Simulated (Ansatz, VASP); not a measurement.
## One calculation of NaI, two programs

The input INCAR:

```
SYSTEM = NaI
PREC     = Accurate       ! precision mode
ENCUT    = 520            ! plane-wave cutoff, eV
EDIFF    = 1E-6           ! SCF threshold, eV
ISMEAR   = 0              ! smearing method
SIGMA    = 0.01           ! smearing width, eV
LREAL    = .False.        ! projectors in reciprocal space
LASPH    = .True.         ! aspherical terms in the spheres
NELM     = 100            ! most SCF steps
ALGO     = Normal         ! electronic algorithm
ISIF     = 2              ! what is computed and relaxed
LWAVE    = .False.        ! write WAVECAR
LCHARG   = .False.        ! write CHGCAR
GGA      = CA             ! functional
NBANDS   = 22             ! bands
```

Contents of KPOINTS:

```
Automatic mesh
0
Gamma
  6 6 4
  0 0 0
```

Contents of POSCAR:

```
NaI
1.0
    5.4164807906      0.0000000000      0.0000000000
   -2.7082403953      4.6908099638      0.0000000000
    0.0000000000      0.0000000000      6.4591768406
Na I
2 2
Direct
    0.3333333333      0.6666666667     -0.0625512453
    0.6666666667      0.3333333333      0.4374487547
    0.3333333333      0.6666666667      0.4375512453
    0.6666666667      0.3333333333      0.9375512453
```

Input for Ansatz:

```yaml
crystal:
  lattice:
    - [5.4164807906, 0.0, 0.0]
    - [-2.7082403953, 4.6908099638, 0.0]
    - [0.0, 0.0, 6.4591768406]
  atoms:
    - { symbol: Na, position: [0.3333333333, 0.6666666667, -0.0625512453] }
    - { symbol: Na, position: [0.6666666667, 0.3333333333, 0.4374487547] }
    - { symbol: I, position: [0.3333333333, 0.6666666667, 0.4375512453] }
    - { symbol: I, position: [0.6666666667, 0.3333333333, 0.9375512453] }
kpoints:
  mp_grid: { grid: [6, 6, 4] }
hamiltonian:
  xc: lda
scf:
  occupations: { method: fixed }
output:
  optics: { e_range: [0, 17], de: 0.05, sigma: 0.1, bands: auto }
  write_density: true
  write_potential: true
  elf: true
  volumetric_format: npy
```

Alike in both runs: task single point; functional LDA; k mesh 6 × 6 × 4; no spin polarisation.

|  | VASP | Ansatz |
| --- | --- | --- |
| version | VASP 6.6.1 | Ansatz 0.2.0 |
| potentials or method | VASP PAW LDA potentials, release 64 (Na_pv, I) | plane waves, PAW |
| plane-wave cutoff (eV) | 520 | 420 |
| occupations | gaussian, width 0.01 eV | fixed |
| valence electrons in the cell | 28 | 52 |

|  | VASP | Ansatz | Ansatz less VASP |
| --- | --- | --- | --- |
| gap on the k mesh at the Fermi level (eV) | 3.25 | 3.24 | -0.009 |

LDA's correlation is that of Perdew and Zunger in VASP and of Perdew and Wang (1992) in Ansatz. VASP's potentials hold 28 valence electrons a cell and Ansatz's 52, so a difference there can come from the potentials and not from the codes.

Neither program's run includes spin-orbit coupling.
